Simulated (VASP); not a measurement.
# TiN (rocksalt type) (Fm-3m) in VASP: a series of runs

The runs below take TiN (rocksalt type) through single point, with PBE.

Everything below comes from runs of VASP 6.6.1. Logs are shortened: lines on timing, memory, paths and dates and some standing lists are left out, and cuts for length are marked.

### Step 1. The cell of the first run

Symmetry: Fm-3m, No. 225, cubic system. Conventional cell: a = 4.247 Å, b = 4.247 Å, c = 4.247 Å, α = 90.00°, β = 90.00°, γ = 90.00°. Within 2.8 Å of Ti (site symmetry m-3m) lie 6 N at 2.12 Å. N (site symmetry m-3m) has 6 Ti at 2.12 Å within 2.8 Å.

### Step 2. Single point, PBE

File INCAR:

```
SYSTEM = TiN
PREC = Accurate ; ENCUT = 520
EDIFF = 1E-7 ; ISMEAR = -1
SIGMA = 0.08 ; LREAL = .FALSE.
LASPH = .TRUE. ; NELM = 60
ALGO = Normal ; ISIF = 2
LWAVE = .FALSE. ; LCHARG = .TRUE.
GGA = PE ; LELF = .TRUE.
LVHAR = .TRUE. ; NBANDS = 25
```

File KPOINTS:

```
Automatic mesh
0
G
  12 12 9
  0 0 0
```

File POSCAR:

```
TiN
1.0
    2.1236374920      2.1236374920      0.0000000000
   -2.1236374920      2.1236374920      0.0000000000
    0.0000000000      0.0000000000      4.2472749840
Ti N
2 2
Direct
    0.0000000000      0.0000000000      0.0000000000
    0.5000000000      0.5000000000      0.5000000000
    0.5000000000      0.5000000000      0.0000000000
    0.0000000000      0.0000000000      0.5000000000
```

Potentials or basis: VASP PAW PBE potentials, release 64 (Ti_sv, N).

Run with:

```
$ cat potpaw_PBE.64/Ti_sv/POTCAR potpaw_PBE.64/N/POTCAR > POTCAR
$ mpirun -np 1 vasp_std > vasp.out
```

OUTCAR:

```text
SYSTEM = TiN
   PREC = Accurate
   ENCUT = 520
   EDIFF = 1E-7
   ISMEAR = -1
   LREAL = .FALSE.
   LASPH = .TRUE.
   NELM = 60
   ISIF = 2
   GGA = PE

 ion  position               nearest neighbor table
   1  0.000  0.000  0.000-   3 2.12   4 2.12   4 2.12   3 2.12   3 2.12   3 2.12
   2  0.500  0.500  0.500-   3 2.12   4 2.12   3 2.12   4 2.12   4 2.12   4 2.12
   3  0.500  0.500  0.000-   1 2.12   2 2.12   2 2.12   1 2.12   1 2.12   1 2.12
   4  0.000  0.000  0.500-   1 2.12   2 2.12   1 2.12   2 2.12   2 2.12   2 2.12

  LATTYP: Found a simple tetragonal cell.
 ALAT       =     3.0032769428
 C/A-ratio  =     1.4142135624

  Lattice vectors:

 A1 = (   2.1236374920,   2.1236374920,   0.0000000000)
 A2 = (  -2.1236374920,   2.1236374920,   0.0000000000)
 A3 = (   0.0000000000,   0.0000000000,   4.2472749840)

Analysis of symmetry for initial positions (statically):
=====================================================================
 Subroutine PRICEL returns following result:

  LATTYP: Found a face centered cubic cell.
 ALAT       =     4.2472749840

  Lattice vectors:

 A1 = (   0.0000000000,  -2.1236374920,  -2.1236374920)
 A2 = (   2.1236374920,   0.0000000000,  -2.1236374920)
 A3 = (   2.1236374920,  -2.1236374920,   0.0000000000)

   2 primitive cells build up your supercell.

 Routine SETGRP: Setting up the symmetry group for a
 simple tetragonal supercell.

 Subroutine GETGRP returns: Found 16 space group operations
 (whereof 16 operations were pure point group operations)
 out of a pool of 16 trial point group operations.

The static configuration has the point symmetry D_4h.

Analysis of symmetry for dynamics (positions and initial velocities):
=====================================================================
 Subroutine PRICEL returns following result:

  LATTYP: Found a face centered cubic cell.
 ALAT       =     4.2472749840

  Lattice vectors:

 A1 = (   0.0000000000,  -2.1236374920,  -2.1236374920)
 A2 = (   2.1236374920,   0.0000000000,  -2.1236374920)
 A3 = (   2.1236374920,  -2.1236374920,   0.0000000000)

   2 primitive cells build up your supercell.

 Routine SETGRP: Setting up the symmetry group for a
 simple tetragonal supercell.

 Subroutine GETGRP returns: Found 16 space group operations
 (whereof 16 operations were pure point group operations)
 out of a pool of 16 trial point group operations.

The dynamic configuration has the point symmetry D_4h.

 Subroutine INISYM returns: Found 16 space group operations
 (whereof 16 operations are pure point group operations),
 and found     2 'primitive' translations

----------------------------------------------------------------------------------------

                                     Primitive cell

  volume of cell :      19.1545

  direct lattice vectors                    reciprocal lattice vectors
     0.000000000 -2.123637492 -2.123637492    -0.235445080 -0.235445080 -0.235445080
     2.123637492  0.000000000 -2.123637492     0.235445080  0.235445080 -0.235445080
     2.123637492 -2.123637492  0.000000000     0.235445080 -0.235445080  0.235445080

  length of vectors
     3.003276943  3.003276943  3.003276943     0.407802842  0.407802842  0.407802842

  position of ions in fractional coordinates (direct lattice)
     0.000000000  0.000000000  0.000000000
     0.500000000  0.500000000  0.500000000

  ion indices of the primitive-cell ions
   primitive index   ion index
                 1           1
                 2           4

----------------------------------------------------------------------------------------

 KPOINTS: Automatic mesh

Automatic generation of k-mesh.
 Grid dimensions read from file:
 generate k-points for:   12   12    9

 Generating k-lattice:

  Cartesian coordinates                     Fractional coordinates (reciprocal lattice)
     0.019620423  0.019620423  0.000000000     0.083333333  0.000000000  0.000000000
    -0.019620423  0.019620423  0.000000000     0.000000000  0.083333333  0.000000000
     0.000000000  0.000000000  0.026160564     0.000000000  0.000000000  0.111111111

  Length of vectors
     0.027747469  0.027747469  0.026160564

  Shift w.r.t. Gamma in fractional coordinates (k-lattice)
     0.000000000  0.000000000  0.000000000

 Subroutine IBZKPT returns following result:
 ===========================================

 Found    140 irreducible k-points:

 Following reciprocal coordinates:
            Coordinates               Weight
  0.000000  0.000000  0.000000      1.000000
  0.083333  0.000000  0.000000      4.000000
  0.166667  0.000000  0.000000      4.000000
  0.250000  0.000000  0.000000      4.000000
  0.333333  0.000000  0.000000      4.000000
  0.416667  0.000000  0.000000      4.000000
[... 16 lines left out ...]
  0.333333  0.333333  0.000000      4.000000
  0.416667  0.333333  0.000000      8.000000
 [... further k-points ...]
   k-points           NKPTS =    140   k-points in BZ     NKDIM =    140   number of bands    NBANDS=     25
   number of dos      NEDOS =    301   number of ions     NIONS =      4
   total plane-waves  NPLWV =  18432
   dimension x,y,z NGX =    24 NGY =   24 NGZ =   32
   dimension x,y,z NGXF=    48 NGYF=   48 NGZF=   64
   ions per type =               2   2
   NGX,Y,Z   is equivalent  to a cutoff of  13.29, 13.29, 12.53 a.u.
   NGXF,Y,Z  is equivalent  to a cutoff of  26.57, 26.57, 25.05 a.u.
 SYSTEM =  TiN
   PREC   = accura    normal or accurate (medium, high low for compatibility)
   ISTART =      0    job   : 0-new  1-cont  2-samecut
   ICHARG =      2    charge: 1-file 2-atom 10-const
   ISPIN  =      1    spin polarized calculation?
   LNONCOLLINEAR =      F non collinear calculations
   LSORBIT =      F    spin-orbit coupling
   LASPH  =      T    aspherical Exc in radial PAW
   ENCUT  =  520.0 eV  38.22 Ry    6.18 a.u.   5.58  5.58  7.90*2*pi/ulx,y,z
   NELM   =     60;   NELMIN=  2; NELMDL= -5     # of ELM steps
   EDIFF  = 0.1E-06   stopping-criterion for ELM
   LREAL  =      F    real-space projection
   EDIFFG = 0.1E-05   stopping-criterion for IOM
   NSW    =      0    number of steps for IOM
   IBRION =     -1    ionic relax: 0-MD 1-quasi-New 2-CG
   NFREE  =      0    steps in history (QN), initial steepest desc. (CG)
   ISIF   =      2    stress and relaxation
   ISYM   =      2    0-nonsym 1-usesym 2-fastsym
   POTIM  = 0.5000    time-step for ionic-motion
   TEBEG  =    0.0;   TEEND  =   0.0 temperature during run
   PSTRESS=    0.0 pullay stress
   NELECT =      34.0000    total number of electrons
   NUPDOWN=      -1.0000    fix difference up-down
   EMIN   =  10.00;   EMAX   =-10.00  energy-range for DOS
   EFERMI =   0.00;   METHOD = LEGACY
   ISMEAR =    -1;   SIGMA  =   0.08  broadening in eV -4-tet -1-fermi 0-gaus
   EFERMI_NEDOS =   21; number of points for ismear=-14 and -15
   IALGO  =     38    algorithm
   IMIX   =      4    mixing-type and parameters
     AMIX     =   0.40;   BMIX     =  1.00
     AMIX_MAG =   1.60;   BMIX_MAG =  1.00
  volume/ion in A,a.u.               =       9.58        64.63
  Fermi-wavevector in a.u.,A,eV,Ry     =   1.573261  2.973032 33.676459  2.475150
  Thomas-Fermi vector in A             =   2.674572
   LORBIT       =      0    0 simple, 1 ext, 2 COOP (PROOUT), +10 PAW based schemes
   GGA     = PE    functional components
   LHFCALC =     F    Hartree Fock is set to
   AEXX    =    0.0000 exact exchange contribution
   IVDW    =     0    specifies the selected vdW correction
   LEPSILON=     F    determine dielectric tensor
   LRPA    =     F    only Hartree local field effects (RPA)
 non-spin polarized calculation
  energy-cutoff  :      520.00
  volume of cell :       38.31
 maximum number of plane-waves:      1055
 NGX is ok and might be reduce to    24
   NGX = 11   NGY = 11   NGZ = 15

 number of electron      33.9999988 magnetization

 Free energy of the ion-electron system (eV)
  ---------------------------------------------------
  ext. energy  EPLUGINS =         0.00000000
  ---------------------------------------------------
  free energy    TOTEN  =       -39.29227090 eV

  energy without entropy =      -39.25726398  energy(sigma->0) =      -39.27476744

 E-fermi :  11.3733     XC(G=0): -12.9983

 val. band max:       11.3529639559   @ k =   0.1667   0.1667   0.4444
 cond. band min:      11.3739652904   @ k =   0.4167   0.2500   0.2222
 fundamental gap:      0.0210013345
 Fermi energy:        11.3732910813

 k-point     1 :       0.0000    0.0000    0.0000
  band No.  band energies     occupation
      1     -46.4839      2.00000
      2     -46.3585      2.00000
      3     -22.9928      2.00000
      4     -22.6671      2.00000
      5     -22.6671      2.00000
      6     -22.4678      2.00000
[... 17 lines left out ...]
     24      13.7578      0.00000
     25      13.7578      0.00000

 k-point     2 :       0.0833    0.0000    0.0000
  band No.  band energies     occupation
      1     -46.4796      2.00000
      2     -46.3584      2.00000
      3     -22.9819      2.00000
      4     -22.6870      2.00000
      5     -22.6607      2.00000
      6     -22.4929      2.00000
[... 17 lines left out ...]
     24      13.7122      0.00000
     25      13.7552      0.00000

 k-point     3 :       0.1667    0.0000    0.0000
  band No.  band energies     occupation
      1     -46.4676      2.00000
      2     -46.3588      2.00000
      3     -22.9505      2.00000
      4     -22.7406      2.00000
      5     -22.6425      2.00000
      6     -22.5684      2.00000
[... 17 lines left out ...]
     24      13.7389      0.00000
     25      14.1360      0.00000

 k-point     4 :       0.2500    0.0000    0.0000
  band No.  band energies     occupation
      1     -46.4497      2.00000
      2     -46.3608      2.00000
      3     -22.9016      2.00000
      4     -22.8109      2.00000
      5     -22.6723      2.00000
      6     -22.6154      2.00000
[... 17 lines left out ...]
     24      14.8315      0.00000
     25      14.9499      0.00000
[... 477 lines left out ...]
 k-point    22 :       0.5000    0.2500    0.0000
  band No.  band energies     occupation
      1     -46.3739      2.00000
      2     -46.3739      2.00000
      3     -22.9242      2.00000
      4     -22.9242      2.00000
      5     -22.6853      2.00000
      6     -22.6853      2.00000
[... 17 lines left out ...]
     24      13.9949      0.00000
     25      15.6291      0.00000

 k-point    23 :       0.3333    0.3333    0.0000
  band No.  band energies     occupation
      1     -46.3898      2.00000
      2     -46.3582      2.00000
      3     -22.9102      2.00000
      4     -22.8777      2.00000
      5     -22.7512      2.00000
      6     -22.6826      2.00000
[... 17 lines left out ...]
     24      14.2565      0.00000
     25      15.1604      0.00000

 k-point    24 :       0.4167    0.3333    0.0000
  band No.  band energies     occupation
      1     -46.3765      2.00000
      2     -46.3601      2.00000
      3     -22.9419      2.00000
      4     -22.9258      2.00000
      5     -22.7137      2.00000
      6     -22.6705      2.00000
[... 17 lines left out ...]
     24      13.9574      0.00000
     25      15.1623      0.00000

 [... further k-points ...]
[... 5 lines left out ...]
  --------------------------------------------------------------------------------------
  -------------------------------------------------------------------------------------
  Total        0.0939332      0.0939332      0.1268079      0.0000000      0.0000000     -0.0000000
  in kB        3.9285168      3.9285168      5.3034153      0.0000000      0.0000000     -0.0000000
  external PRESSURE =       4.3868163 kB  Pullay stress =       0.0000000 kB

 VOLUME and BASIS-vectors are now :
 -----------------------------------------------------------------------------
  energy-cutoff  :      520.00
  volume of cell :       38.31
      direct lattice vectors                 reciprocal lattice vectors
     2.123637492  2.123637492  0.000000000     0.235445080  0.235445080  0.000000000
    -2.123637492  2.123637492  0.000000000    -0.235445080  0.235445080  0.000000000
     0.000000000  0.000000000  4.247274984     0.000000000  0.000000000  0.235445080

 POSITION                                       TOTAL-FORCE (eV/Angst)
 -----------------------------------------------------------------------------------
      0.00000      0.00000      0.00000        -0.000000     -0.000000     -0.000000
      0.00000      2.12364      2.12364        -0.000000      0.000000      0.000000
      0.00000      2.12364      0.00000         0.000000     -0.000000     -0.000000
      0.00000      0.00000      2.12364         0.000000      0.000000     -0.000000
 -----------------------------------------------------------------------------------
    total drift:                                0.000000      0.000000     -0.000000

  FREE ENERGIE OF THE ION-ELECTRON SYSTEM (eV)
  ---------------------------------------------------
  free  energy   TOTEN  =       -39.2922708952 eV

  energy  without entropy=      -39.2572639821  energy(sigma->0) =      -39.27476744
```

It took 59 s on 1 thread of Intel Xeon 6975P-C (Granite Rapids), shared host; peak memory 0.22 GiB.

What came out:

* Free energy: -39.2923 eV
* Pressure: 0.4 GPa
* Band gap on the k mesh: zero (band 17 reaches 13.04 eV, above the bottom of band 18 at 8.35 eV)

### Step 3. Single point, PBE

File INCAR:

```
PREC = Accurate ; ENCUT = 520
EDIFF = 1E-6 ; ISMEAR = -1
SIGMA = 0.08 ; LREAL = F
LASPH = T ; NELM = 100
ALGO = Normal ; ISIF = 2
LWAVE = F ; LCHARG = F
GGA = PE ; NBANDS = 25
```

File KPOINTS:

```
regular mesh
0
Gamma
  12 12 9
```

POSCAR is that of step 2.

Potentials or basis: VASP PAW PBE potentials, release 64 (Ti_sv, N).

Run with:

```
$ cat potpaw_PBE.64/Ti_sv/POTCAR potpaw_PBE.64/N/POTCAR > POTCAR
$ mpirun -np 1 vasp_std > vasp.out
```

Wall time 67 s (1 thread of Intel Xeon 6975P-C (Granite Rapids), shared host); peak memory 0.22 GiB.

Results (log left out):

```
Free energy            : -39.2923 eV
Pressure               : 0.4 GPa
Band gap on the k mesh : zero (band 17 reaches 13.04 eV, above the bottom of band 18 at 8.35 eV)
```

Levels at points of the mesh, in eV from the Fermi level:
| k point | band 13 | band 14 | band 15 | band 16 | band 17 | band 18 | band 19 | band 20 | band 21 | band 22 |
| --- | --- | --- | --- | --- | --- | --- | --- | --- | --- | --- |
| (0.00, 0.00, 0.00) | -3.20 | -3.02 | -2.02 | -2.01 | -2.01 | -0.59 | -0.59 | -0.59 | 0.59 | 0.59 |
| (0.50, 0.00, 0.00) | -5.16 | -5.16 | -5.02 | -5.02 | 0.94 | 0.94 | 1.70 | 1.70 | 1.77 | 1.77 |
| (0.50, 0.50, 0.00) | -3.20 | -3.20 | -3.20 | -3.20 | -3.03 | -3.03 | 1.65 | 1.65 | 2.38 | 2.38 |
